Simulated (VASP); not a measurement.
# Mo6C in VASP: a series of runs, part 2 of 2

VASP 6.6.1.

## (4) Single point, PBE

Contents of INCAR:

```
SYSTEM = Mo6C
PREC = Accurate ; ENCUT = 520
EDIFF = 1E-6 ; ISMEAR = 0
SIGMA = 0.1 ; LREAL = .False.
LASPH = .True. ; NELM = 60
ALGO = Normal ; ISIF = 2
LWAVE = .False. ; LCHARG = .False.
LDIPOL = .True. ; IDIPOL = 3
DIPOL = 0.5 0.5 0.340 ; GGA = PE
NBANDS = 53
```

Contents of KPOINTS:

```
Automatic mesh
0
Gamma
  6 6 1
  0 0 0
```

Contents of POSCAR:

```
Mo6C
1.0
    4.4695765307      0.0000000000      0.0000000000
   -2.2347882654      3.8707668198      0.0000000000
    0.0000000000      0.0000000000     19.7595667350
Mo C
6 1
Direct
    0.6666666667      0.3333333333      0.2024335884
    0.3333333333      0.6666666667      0.2486060831
    0.0000000000      0.0000000000      0.2947785777
    0.6666666667      0.3333333333      0.3368821116
    0.3333333333      0.6666666667      0.3779725564
    0.0000000000      0.0000000000      0.4180034333
    0.0000000000      0.8888888889      0.5033092476
```

Potentials or basis: VASP PAW PBE potentials, release 64 (Mo_sv, C).

Command:

```sh
cat potpaw_PBE.64/Mo_sv/POTCAR potpaw_PBE.64/C/POTCAR > POTCAR
mpirun -np 1 vasp_std > vasp.out
```

OUTCAR:

```text
SYSTEM = Mo6C
   PREC = Accurate
   ENCUT = 520
   EDIFF = 1E-6
   ISMEAR = 0
   LREAL = .False.
   LASPH = .True.
   NELM = 60
   ISIF = 2
   GGA = PE

 ion  position               nearest neighbor table
   1  0.667  0.333  0.202-   4 2.66   2 2.74   2 2.74   2 2.74   3 3.16   3 3.16   3 3.16
   2  0.333  0.667  0.249-   5 2.56   3 2.74   3 2.74   3 2.74   1 2.74   1 2.74   1 2.74   4 3.11
                             4 3.11   4 3.11
   3  0.000  0.000  0.295-   6 2.43   4 2.71   4 2.71   4 2.71   2 2.74   2 2.74   2 2.74   5 3.06
                             5 3.06   5 3.06   1 3.16   1 3.16   1 3.16
   4  0.667  0.333  0.337-   1 2.66   5 2.71   5 2.71   5 2.71   3 2.71   3 2.71   3 2.71   6 3.04
                             6 3.04   6 3.04   2 3.11   2 3.11   2 3.11
   5  0.333  0.667  0.378-   2 2.56   6 2.70   6 2.70   6 2.70   4 2.71   4 2.71   4 2.71   3 3.06
                             3 3.06   3 3.06
   6  0.000  0.000  0.418-   7 1.76   3 2.43   5 2.70   5 2.70   5 2.70   4 3.04   4 3.04   4 3.04

   7  0.000  0.889  0.503-   6 1.76

  LATTYP: Found a hexagonal cell.
 ALAT       =     4.4695765307
 C/A-ratio  =     4.4209035463

  Lattice vectors:

 A1 = (   4.4695765307,   0.0000000000,   0.0000000000)
 A2 = (  -2.2347882654,   3.8707668198,   0.0000000000)
 A3 = (   0.0000000000,   0.0000000000,  19.7595667350)

Analysis of symmetry for initial positions (statically):
=====================================================================
 Subroutine PRICEL returns:
 Original cell was already a primitive cell.

 Routine SETGRP: Setting up the symmetry group for a
 hexagonal supercell.

 Subroutine GETGRP returns: Found  1 space group operations
 (whereof  1 operations were pure point group operations)
 out of a pool of 24 trial point group operations.

The static configuration has the point symmetry C_1 .

Analysis of symmetry for dynamics (positions and initial velocities):
=====================================================================
 Subroutine PRICEL returns:
 Original cell was already a primitive cell.

 Routine SETGRP: Setting up the symmetry group for a
 hexagonal supercell.

 Subroutine GETGRP returns: Found  1 space group operations
 (whereof  1 operations were pure point group operations)
 out of a pool of 24 trial point group operations.

The dynamic configuration has the point symmetry C_1 .

 Subroutine INISYM returns: Found  1 space group operations
 (whereof  1 operations are pure point group operations),
 and found     1 'primitive' translations

----------------------------------------------------------------------------------------

                                     Primitive cell

  volume of cell :     341.8541

  direct lattice vectors                    reciprocal lattice vectors
     4.469576531  0.000000000  0.000000000     0.223734842  0.129173371  0.000000000
    -2.234788265  3.870766820  0.000000000     0.000000000  0.258346743  0.000000000
     0.000000000  0.000000000 19.759566735     0.000000000  0.000000000  0.050608397

  length of vectors
     4.469576531  4.469576531 19.759566735     0.258346743  0.258346743  0.050608397

  position of ions in fractional coordinates (direct lattice)
     0.666666667  0.333333333  0.202433588
     0.333333333  0.666666667  0.248606083
[... 66 lines left out ...]
   total plane-waves  NPLWV = 194400
   dimension x,y,z NGX =    36 NGY =   36 NGZ =  150
   dimension x,y,z NGXF=    72 NGYF=   72 NGZF=  300
   ions per type =               6   1
   NGX,Y,Z   is equivalent  to a cutoff of  13.39, 13.39, 12.62 a.u.
   NGXF,Y,Z  is equivalent  to a cutoff of  26.78, 26.78, 25.24 a.u.
 SYSTEM =  Mo6C
   PREC   = accura    normal or accurate (medium, high low for compatibility)
   ISTART =      0    job   : 0-new  1-cont  2-samecut
   ICHARG =      2    charge: 1-file 2-atom 10-const
   ISPIN  =      1    spin polarized calculation?
   LNONCOLLINEAR =      F non collinear calculations
   LSORBIT =      F    spin-orbit coupling
   LASPH  =      T    aspherical Exc in radial PAW
   ENCUT  =  520.0 eV  38.22 Ry    6.18 a.u.   8.31  8.31 36.74*2*pi/ulx,y,z
   NELM   =     60;   NELMIN=  2; NELMDL= -5     # of ELM steps
   EDIFF  = 0.1E-05   stopping-criterion for ELM
   LREAL  =      F    real-space projection
   EDIFFG = 0.1E-04   stopping-criterion for IOM
   NSW    =      0    number of steps for IOM
   IBRION =     -1    ionic relax: 0-MD 1-quasi-New 2-CG
   NFREE  =      0    steps in history (QN), initial steepest desc. (CG)
   ISIF   =      2    stress and relaxation
   ISYM   =      2    0-nonsym 1-usesym 2-fastsym
   POTIM  = 0.5000    time-step for ionic-motion
   TEBEG  =    0.0;   TEEND  =   0.0 temperature during run
   PSTRESS=    0.0 pullay stress
   NELECT =      88.0000    total number of electrons
   NUPDOWN=      -1.0000    fix difference up-down
   EMIN   =  10.00;   EMAX   =-10.00  energy-range for DOS
   EFERMI =   0.00;   METHOD = LEGACY
   ISMEAR =     0;   SIGMA  =   0.10  broadening in eV -4-tet -1-fermi 0-gaus
   EFERMI_NEDOS =   21; number of points for ismear=-14 and -15
   IALGO  =     38    algorithm
   IMIX   =      4    mixing-type and parameters
     AMIX     =   0.40;   BMIX     =  1.00
     AMIX_MAG =   1.60;   BMIX_MAG =  1.00
  volume/ion in A,a.u.               =      48.84       329.56
  Fermi-wavevector in a.u.,A,eV,Ry     =   1.041411  1.967981 14.756017  1.084537
  Thomas-Fermi vector in A             =   2.176030
   LORBIT       =      0    0 simple, 1 ext, 2 COOP (PROOUT), +10 PAW based schemes
   GGA     = PE    functional components
   LHFCALC =     F    Hartree Fock is set to
   AEXX    =    0.0000 exact exchange contribution
   IVDW    =     0    specifies the selected vdW correction
   LEPSILON=     F    determine dielectric tensor
   LRPA    =     F    only Hartree local field effects (RPA)
 non-spin polarized calculation
 Gauss-broadening in eV      SIGMA  =   0.10
  energy-cutoff  :      520.00
  volume of cell :      341.85
 maximum number of plane-waves:      9223
 NGX is ok and might be reduce to    36
   NGX = 17   NGY = 17   NGZ = 73

 dipolmoment           0.000000      0.000000     -0.278847 electrons x Angstroem

 number of electron      88.0000007 magnetization

 dipolmoment           0.000000      0.000000      0.289129 electrons x Angstroem

 Free energy of the ion-electron system (eV)
  ---------------------------------------------------
  ext. energy  EPLUGINS =         0.00000000
  ---------------------------------------------------
  free energy    TOTEN  =       -64.19263760 eV

  energy without entropy =      -64.15143850  energy(sigma->0) =      -64.17203805

 E-fermi :  -0.0317     XC(G=0):  -5.1259

 val. band max:       -0.0357601106   @ k =  -0.3333   0.3333   0.0000
 cond. band min:      -0.0230335987   @ k =   0.1667   0.1667   0.0000
 fundamental gap:      0.0127265118
 Fermi energy:        -0.0316544363

 k-point     1 :       0.0000    0.0000    0.0000
  band No.  band energies     occupation
      1     -61.1879      2.00000
      2     -60.9565      2.00000
      3     -60.9233      2.00000
      4     -60.8502      2.00000
      5     -60.7553      2.00000
      6     -60.0789      2.00000
[... 1109 lines left out ...]
     52       1.4245      0.00000
     53       1.6712      0.00000

------------------------ aborting loop because EDIFF is reached ----------------------------------------

 vacuum level on the upper side and lower side of the slab       (xc-potential included)         1.467        -1.476

  FORCE on cell =-STRESS in cart. coord.  units (eV):
  Direction    XX          YY          ZZ          XY          YZ          ZX
  --------------------------------------------------------------------------------------
  -------------------------------------------------------------------------------------
  Total       -2.9205336     -2.3346795      0.5522306      0.1687467     -0.4895089      0.5387808
  in kB      -13.6877477    -10.9420085      2.5881547      0.7908698     -2.2941951      2.5251195
  external PRESSURE =      -7.3472005 kB  Pullay stress =       0.0000000 kB

 VOLUME and BASIS-vectors are now :
 -----------------------------------------------------------------------------
  energy-cutoff  :      520.00
  volume of cell :      341.85
      direct lattice vectors                 reciprocal lattice vectors
     4.469576531  0.000000000  0.000000000     0.223734842  0.129173371  0.000000000
    -2.234788265  3.870766820  0.000000000     0.000000000  0.258346743  0.000000000
     0.000000000  0.000000000 19.759566735     0.000000000  0.000000000  0.050608397

 POSITION                                       TOTAL-FORCE (eV/Angst)
 -----------------------------------------------------------------------------------
      2.23479      1.29026      4.00000        -0.039658      0.064189      2.200433
     -0.00000      2.58051      4.91235         0.059023     -0.079703     -0.360560
      0.00000      0.00000      5.82470        -0.028567     -0.034493     -3.142678
      2.23479      1.29026      6.65664        -0.116883      0.060930     -0.922229
     -0.00000      2.58051      7.46857        -0.166258      0.305564      0.671827
      0.00000      0.00000      8.25957         0.186049     -0.181342      1.472978
     -1.98648      3.44068      9.94517         0.106294     -0.135145      0.080229
 -----------------------------------------------------------------------------------
    total drift:                                0.000000      0.000005      0.000178

  FREE ENERGIE OF THE ION-ELECTRON SYSTEM (eV)
  ---------------------------------------------------
  free  energy   TOTEN  =       -64.1926376012 eV

  energy  without entropy=      -64.1514384998  energy(sigma->0) =      -64.17203805

 vacuum level on the upper side and lower side of the slab         6.580         3.555
```

It took 24 min on 1 thread of Intel Xeon 8259CL, shared host; peak memory 0.63 GiB.

Results:

| Quantity | Value |
| --- | --- |
| Free energy | -64.1926 eV |
| Largest force | 3.143 eV/Å |
| Band gap on the k mesh | zero (bands 44 and 45 overlap by 0.25 eV) |

Forces in eV/Å, atoms in the order of the input:
```
Mo  -0.040  0.064  2.200
Mo   0.059 -0.080 -0.361
Mo  -0.029 -0.034 -3.143
Mo  -0.117  0.061 -0.922
Mo  -0.166  0.306  0.672
Mo   0.186 -0.181  1.473
C    0.106 -0.135  0.080
```

## (5) Overview

| cell | gap on the mesh (eV) | largest force (eV/Å) |
| --- | --- | --- |
| as given, atomic positions A | none | 2.46 |
| as given, atomic positions B | none | 5.06 |
| as given, atomic positions C | none | 3.14 |

Alike in all rows: task single point; level PBE; potentials or basis VASP PAW PBE potentials, release 64 (Mo_sv, C); no spin polarisation; k mesh 6 × 6 × 1; cutoff (eV) 520; smearing gaussian 0.1 eV.

Total energies depend on the potentials used, so only differences within one code and one set of settings carry meaning.
